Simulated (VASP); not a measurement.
Here is a VASP 6.6.1 calculation.

INCAR

```
SYSTEM = ZnAu
  PREC = Accurate
  ENCUT = 520
  EDIFF = 1E-6
  ISMEAR = -1
  SIGMA = 0.1
  LREAL = .False.
  LASPH = .True.
  NELM = 80
  ALGO = Fast
  ISIF = 2
  LWAVE = .False.
  LCHARG = .False.
  NBANDS = 18
```

The input KPOINTS:

```
regular mesh
0
Gamma
  6 6 6
  0 0 0
```

The input POSCAR:

```
ZnAu
1.0
    3.1470000000      0.0000000000      0.0000000000
    0.0000000000      3.1470000000      0.0000000000
    0.0000000000      0.0000000000      3.1470000000
Au Zn
1 1
Direct
    0.0044500000     -0.0030310000     -0.0105960000
    0.4851550000      0.5154480000      0.5024370000
```

Potentials or basis: VASP PAW LDA potentials, release 64 (Au, Zn).

The run is started by

```sh
$ cat potpaw_LDA.64/Au/POTCAR potpaw_LDA.64/Zn/POTCAR > POTCAR
$ mpirun -np 1 vasp_std > vasp.out
```

Q: What does it give for the pressure?

A: -5.6 GPa.

Q: What does it give for the largest force?

A: 0.282 eV/Å.

Q: Estimate the band gap on the k mesh.

A: Zero (an odd number of electrons rules out a gap without spin polarisation).

Stress tensor (GPa, compression positive):
```
-5.62 -0.35 -0.25
-0.35 -5.60  0.24
-0.25  0.24 -5.52
```

Caveat: the cell stands under tension; spin-orbit coupling is left out, which moves the levels of the heavy elements.
